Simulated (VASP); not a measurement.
# InGa3AsP (P4/mmm) in VASP: relaxation of cell and atoms with PBE

Aim: the relaxation of cell and atoms of InGa3AsP with PBE.

All numbers are computed with VASP 6.6.1; they aren't measurements. Logs are shortened: lines on timing, memory, paths and dates and some standing lists are left out, and cuts for length are marked.

**1. The cell of the first run**

The structure is tetragonal, space group P4/mmm (No. 123). The conventional cell has a = 5.191 Å, b = 5.191 Å, c = 5.440 Å, α = 90.00°, β = 90.00°, γ = 90.00°. In (site symmetry 4/mmm) has 2 As at 2.72 Å and 4 P at 3.67 Å and 8 Ga at 3.76 Å within 3.8 Å. Ga (site symmetry mmm) has 2 Ga at 2.60 Å and 2 As at 2.60 Å within 3.4 Å. Ga (site symmetry 4/mmm) has 4 Ga at 2.60 Å and 2 P at 2.72 Å within 3.4 Å. P (site symmetry 4/mmm) has 10 Ga at 2.72 to 3.76 Å and 4 In at 3.67 Å within 3.8 Å. As (site symmetry 4/mmm) has 4 Ga at 2.60 Å and 2 In at 2.72 Å within 3.4 Å.

The cell was built from a structure type or drawn by symmetry, and may not be a known phase.

**2. Relaxation of cell and atoms, PBE**

Contents of INCAR:

```
SYSTEM = InGa3AsP
ALGO = Fast
EDIFF = 1E-6
EDIFFG = -0.01
ENCUT = 600
GGA = PE
IBRION = 2
ISIF = 3
ISMEAR = 0
LASPH = .TRUE.
LCHARG = .FALSE.
LREAL = .FALSE.
LWAVE = .FALSE.
NELM = 100
NSW = 100
PREC = Accurate
SIGMA = 0.1
```

Contents of KPOINTS:

```
k-points
0
G
  8 8 8
  0 0 0
```

Contents of POSCAR:

```
InGa3AsP
1.0
    5.1909046816      0.0000000000      0.0000000000
    0.0000000000      5.1909046816      0.0000000000
    0.0000000000      0.0000000000      5.4404548394
In Ga P As
1 3 1 1
Direct
    0.5000000000      0.5000000000      0.5000000000
    0.0000000000      0.5000000000      0.0000000000
    0.5000000000      0.0000000000      0.0000000000
    0.0000000000      0.0000000000      0.0000000000
    0.0000000000      0.0000000000      0.5000000000
    0.5000000000      0.5000000000      0.0000000000
```

Potentials or basis: VASP PAW PBE potentials, release 64 (In_d, Ga_d, P, As).

The run is started by

```console
> cat potpaw_PBE.64/In_d/POTCAR potpaw_PBE.64/Ga_d/POTCAR potpaw_PBE.64/P/POTCAR potpaw_PBE.64/As/POTCAR > POTCAR
> mpirun -np 1 vasp_std > vasp.out
```

OUTCAR:

```text
SYSTEM = InGa3AsP
   EDIFF = 1E-6
   EDIFFG = -0.01
   ENCUT = 600
   GGA = PE
   IBRION = 2
   ISIF = 3
   ISMEAR = 0
   LASPH = .TRUE.
   LREAL = .FALSE.
   NELM = 100
   NSW = 100
   PREC = Accurate

 ion  position               nearest neighbor table
   1  0.500  0.500  0.500-   6 2.72   6 2.72
   2  0.000  0.500  0.000-   4 2.60   6 2.60   4 2.60   6 2.60
   3  0.500  0.000  0.000-   4 2.60   6 2.60   6 2.60   4 2.60
   4  0.000  0.000  0.000-   2 2.60   3 2.60   2 2.60   3 2.60   5 2.72   5 2.72
   5  0.000  0.000  0.500-   4 2.72   4 2.72
   6  0.500  0.500  0.000-   2 2.60   3 2.60   3 2.60   2 2.60   1 2.72   1 2.72

  LATTYP: Found a simple tetragonal cell.
 ALAT       =     5.1909046816
 C/A-ratio  =     1.0480745021

  Lattice vectors:

 A1 = (   5.1909046816,   0.0000000000,   0.0000000000)
 A2 = (   0.0000000000,   5.1909046816,   0.0000000000)
 A3 = (   0.0000000000,   0.0000000000,   5.4404548394)

Analysis of symmetry for initial positions (statically):
=====================================================================
 Subroutine PRICEL returns:
 Original cell was already a primitive cell.

 Routine SETGRP: Setting up the symmetry group for a
 simple tetragonal supercell.

 Subroutine GETGRP returns: Found 16 space group operations
 (whereof 16 operations were pure point group operations)
 out of a pool of 16 trial point group operations.

The static configuration has the point symmetry D_4h.

Analysis of symmetry for dynamics (positions and initial velocities):
=====================================================================
 Subroutine PRICEL returns:
 Original cell was already a primitive cell.

 Routine SETGRP: Setting up the symmetry group for a
 simple tetragonal supercell.

 Subroutine GETGRP returns: Found 16 space group operations
 (whereof 16 operations were pure point group operations)
 out of a pool of 16 trial point group operations.

The dynamic configuration has the point symmetry D_4h.

 Subroutine INISYM returns: Found 16 space group operations
 (whereof 16 operations are pure point group operations),
 and found     1 'primitive' translations

----------------------------------------------------------------------------------------

                                     Primitive cell

  volume of cell :     146.5957

  direct lattice vectors                    reciprocal lattice vectors
     5.190904682  0.000000000  0.000000000     0.192644647  0.000000000  0.000000000
     0.000000000  5.190904682  0.000000000     0.000000000  0.192644647  0.000000000
     0.000000000  0.000000000  5.440454839     0.000000000  0.000000000  0.183808161

  length of vectors
     5.190904682  5.190904682  5.440454839     0.192644647  0.192644647  0.183808161

  position of ions in fractional coordinates (direct lattice)
     0.500000000  0.500000000  0.500000000
     0.000000000  0.500000000  0.000000000
     0.500000000  0.000000000  0.000000000
     0.000000000  0.000000000  0.000000000
     0.000000000  0.000000000  0.500000000
     0.500000000  0.500000000  0.000000000

  ion indices of the primitive-cell ions
   primitive index   ion index
                 1           1
                 2           2
                 3           3
                 4           4
                 5           5
                 6           6

----------------------------------------------------------------------------------------

 KPOINTS: k-points

Automatic generation of k-mesh.
 Grid dimensions read from file:
 generate k-points for:    8    8    8

 Generating k-lattice:

  Cartesian coordinates                     Fractional coordinates (reciprocal lattice)
     0.024080581  0.000000000  0.000000000     0.125000000  0.000000000  0.000000000
     0.000000000  0.024080581  0.000000000     0.000000000  0.125000000  0.000000000
     0.000000000  0.000000000  0.022976020     0.000000000  0.000000000  0.125000000

  Length of vectors
     0.024080581  0.024080581  0.022976020

  Shift w.r.t. Gamma in fractional coordinates (k-lattice)
     0.000000000  0.000000000  0.000000000

 Subroutine IBZKPT returns following result:
 ===========================================

 Found     75 irreducible k-points:

 Following reciprocal coordinates:
            Coordinates               Weight
  0.000000  0.000000  0.000000      1.000000
  0.125000  0.000000  0.000000      4.000000
  0.250000  0.000000  0.000000      4.000000
  0.375000  0.000000  0.000000      4.000000
  0.500000  0.000000  0.000000      2.000000
  0.125000  0.125000  0.000000      4.000000
[... 16 lines left out ...]
  0.375000  0.125000  0.125000     16.000000
  0.500000  0.125000  0.125000      8.000000
 [... further k-points ...]
   k-points           NKPTS =     75   k-points in BZ     NKDIM =     75   number of bands    NBANDS=     37
   number of dos      NEDOS =    301   number of ions     NIONS =      6
   total plane-waves  NPLWV =  84672
   dimension x,y,z NGX =    42 NGY =   42 NGZ =   48
   dimension x,y,z NGXF=    84 NGYF=   84 NGZF=   96
   ions per type =               1   3   1   1
   NGX,Y,Z   is equivalent  to a cutoff of  13.45, 13.45, 14.67 a.u.
   NGXF,Y,Z  is equivalent  to a cutoff of  26.90, 26.90, 29.34 a.u.
 SYSTEM =  InGa3AsP
   PREC   = accura    normal or accurate (medium, high low for compatibility)
   ISTART =      0    job   : 0-new  1-cont  2-samecut
   ICHARG =      2    charge: 1-file 2-atom 10-const
   ISPIN  =      1    spin polarized calculation?
   LNONCOLLINEAR =      F non collinear calculations
   LSORBIT =      F    spin-orbit coupling
   LASPH  =      T    aspherical Exc in radial PAW
   ENCUT  =  600.0 eV  44.10 Ry    6.64 a.u.  10.37 10.37 10.87*2*pi/ulx,y,z
   NELM   =    100;   NELMIN=  2; NELMDL= -5     # of ELM steps
   EDIFF  = 0.1E-05   stopping-criterion for ELM
   LREAL  =      F    real-space projection
   EDIFFG = -.1E-01   stopping-criterion for IOM
   NSW    =    100    number of steps for IOM
   IBRION =      2    ionic relax: 0-MD 1-quasi-New 2-CG
   NFREE  =      1    steps in history (QN), initial steepest desc. (CG)
   ISIF   =      3    stress and relaxation
   ISYM   =      2    0-nonsym 1-usesym 2-fastsym
   POTIM  = 0.5000    time-step for ionic-motion
   TEBEG  =    0.0;   TEEND  =   0.0 temperature during run
   PSTRESS=    0.0 pullay stress
   NELECT =      62.0000    total number of electrons
   NUPDOWN=      -1.0000    fix difference up-down
   EMIN   =  10.00;   EMAX   =-10.00  energy-range for DOS
   EFERMI =   0.00;   METHOD = LEGACY
   ISMEAR =     0;   SIGMA  =   0.10  broadening in eV -4-tet -1-fermi 0-gaus
   EFERMI_NEDOS =   21; number of points for ismear=-14 and -15
   IALGO  =     68    algorithm
   IMIX   =      4    mixing-type and parameters
     AMIX     =   0.40;   BMIX     =  1.00
     AMIX_MAG =   1.60;   BMIX_MAG =  1.00
  volume/ion in A,a.u.               =      24.43       164.88
  Fermi-wavevector in a.u.,A,eV,Ry     =   1.228848  2.322187 20.545726  1.510068
  Thomas-Fermi vector in A             =   2.363758
   LORBIT       =      0    0 simple, 1 ext, 2 COOP (PROOUT), +10 PAW based schemes
   GGA     = PE    functional components
   LHFCALC =     F    Hartree Fock is set to
   AEXX    =    0.0000 exact exchange contribution
   IVDW    =     0    specifies the selected vdW correction
   LEPSILON=     F    determine dielectric tensor
   LRPA    =     F    only Hartree local field effects (RPA)
 conjugate gradient relaxation of ions
 non-spin polarized calculation
 RMM-DIIS sequential band-by-band and
 Gauss-broadening in eV      SIGMA  =   0.10
  energy-cutoff  :      600.00
  volume of cell :      146.60
 maximum number of plane-waves:      4964
 NGX is ok and might be reduce to    42
   NGX = 21   NGY = 21   NGZ = 21

--------------------------------------- Ionic step        1  -------------------------------------------

 number of electron      61.9999971 magnetization

 Free energy of the ion-electron system (eV)
  ---------------------------------------------------
  ext. energy  EPLUGINS =         0.00000000
  ---------------------------------------------------
  free energy    TOTEN  =       -19.13019955 eV

  energy without entropy =      -19.11056548  energy(sigma->0) =      -19.12038251

------------------------ aborting loop because EDIFF is reached ----------------------------------------

  FORCE on cell =-STRESS in cart. coord.  units (eV):
  Direction    XX          YY          ZZ          XY          YZ          ZX
  --------------------------------------------------------------------------------------
  -------------------------------------------------------------------------------------
  Total        0.5102440      0.5102440     -1.1175158      0.0000000     -0.0000000      0.0000000
  in kB        5.5765698      5.5765698    -12.2135786      0.0000000     -0.0000000      0.0000000
  external PRESSURE =      -0.3534797 kB  Pullay stress =       0.0000000 kB
[... 145 lines left out ...]
  energy  without entropy=      -19.1223287850  energy(sigma->0) =      -19.13268390

--------------------------------------- Ionic step        5  -------------------------------------------

 number of electron      61.9999995 magnetization

 Free energy of the ion-electron system (eV)
  ---------------------------------------------------
  ext. energy  EPLUGINS =         0.00000000
  ---------------------------------------------------
  free energy    TOTEN  =       -19.14332700 eV

  energy without entropy =      -19.12247572  energy(sigma->0) =      -19.13290136

 E-fermi :   4.2797     XC(G=0):  -9.5664

 val. band max:        4.2688611586   @ k =   0.5000   0.0000   0.2500
 cond. band min:       4.2797866650   @ k =   0.1250   0.1250   0.0000
 fundamental gap:      0.0109255065
 Fermi energy:         4.2797174006

 k-point     1 :       0.0000    0.0000    0.0000
  band No.  band energies     occupation
      1     -11.0264      2.00000
      2     -11.0114      2.00000
      3     -10.9420      2.00000
      4     -10.8593      2.00000
      5     -10.8410      2.00000
      6     -10.8410      2.00000
[... 949 lines left out ...]
     36       6.9986      0.00000
     37       7.3587      0.00000

 [... further k-points ...]

------------------------ aborting loop because EDIFF is reached ----------------------------------------

  FORCE on cell =-STRESS in cart. coord.  units (eV):
  Direction    XX          YY          ZZ          XY          YZ          ZX
  --------------------------------------------------------------------------------------
  -------------------------------------------------------------------------------------
  Total       -0.0230008     -0.0230008     -0.0203712      0.0000000      0.0000000      0.0000000
  in kB       -0.2507317     -0.2507317     -0.2220660      0.0000000      0.0000000      0.0000000
  external PRESSURE =      -0.2411764 kB  Pullay stress =       0.0000000 kB
[... 21 lines left out ...]
  FREE ENERGIE OF THE ION-ELECTRON SYSTEM (eV)
  ---------------------------------------------------
  free  energy   TOTEN  =       -19.1433270034 eV

  energy  without entropy=      -19.1224757219  energy(sigma->0) =      -19.13290136

 reached required accuracy - stopping structural energy minimisation
```

Run time: 48 min. Hardware: 1 thread of Oxide Virtual Turin-like, shared host; peak memory 0.62 GiB.

What came out:

* Free energy: -19.1433 eV
* Relaxed volume: 24.50 Å³/atom
* Relaxed cell: a = 5.238 Å, b = 5.238 Å, c = 5.357 Å, α = 90.00°, β = 90.00°, γ = 90.00°
* Space group after relaxing (to 0.1 Å): P4/mmm (No. 123)
* Energy gained by relaxing: 2.2 meV/atom
* Ionic steps: 5
* Pressure after relaxing: 0.0 GPa
* Band gap on the k mesh: zero (bands 31 and 32 overlap by 1.69 eV)

Step by step:
```tsv
step	energy change (eV)	largest force (eV/Å)	pressure (GPa)	volume (Å³)
1	0.0000	0.0000	-0.04	146.60
2	-0.0103	0.0000	0.05	146.47
3	-0.0128	0.0000	0.14	146.37
4	-0.0128	0.0000	0.17	146.36
5	-0.0131	0.0000	-0.02	146.98
```

Final structure:
```
In Ga P As
1.0
     5.23799    0.00000    0.00000
     0.00000    5.23799    0.00000
     0.00000    0.00000    5.35692
In Ga P As
1 3 1 1
Cartesian
  2.6190 2.6190 2.6785
  0.0000 2.6190 0.0000
  2.6190 5.2380 0.0000
  0.0000 5.2380 0.0000
  0.0000 5.2380 2.6785
  2.6190 2.6190 0.0000
```

Levels at points of the mesh, in eV from the Fermi level:
| k point | band 27 | band 28 | band 29 | band 30 | band 31 | band 32 | band 33 | band 34 | band 35 | band 36 |
| --- | --- | --- | --- | --- | --- | --- | --- | --- | --- | --- |
| (0.00, 0.00, 0.00) | -4.49 | -3.16 | -2.50 | -1.26 | -1.26 | 0.11 | 0.62 | 0.62 | 2.60 | 3.75 |
| (0.50, 0.00, 0.00) | -3.64 | -3.27 | -3.11 | -2.47 | 0.29 | 0.62 | 1.32 | 2.03 | 2.16 | 2.20 |
| (0.50, 0.50, 0.00) | -3.20 | -2.84 | -1.21 | -1.21 | 0.80 | 0.80 | 1.12 | 1.12 | 3.06 | 3.19 |
| (0.00, 0.00, 0.50) | -4.31 | -1.25 | -1.25 | -1.14 | -0.29 | -0.29 | 1.34 | 1.37 | 2.15 | 2.37 |
| (0.50, 0.00, 0.50) | -3.69 | -1.81 | -1.00 | -0.77 | -0.63 | 1.22 | 1.39 | 1.71 | 2.27 | 2.42 |
| (0.50, 0.50, 0.50) | -2.65 | -2.65 | 0.93 | 1.27 | 1.27 | 2.26 | 2.26 | 2.49 | 3.11 | 3.18 |

Caveat: spin-orbit coupling is left out, which moves the levels of the heavy elements.
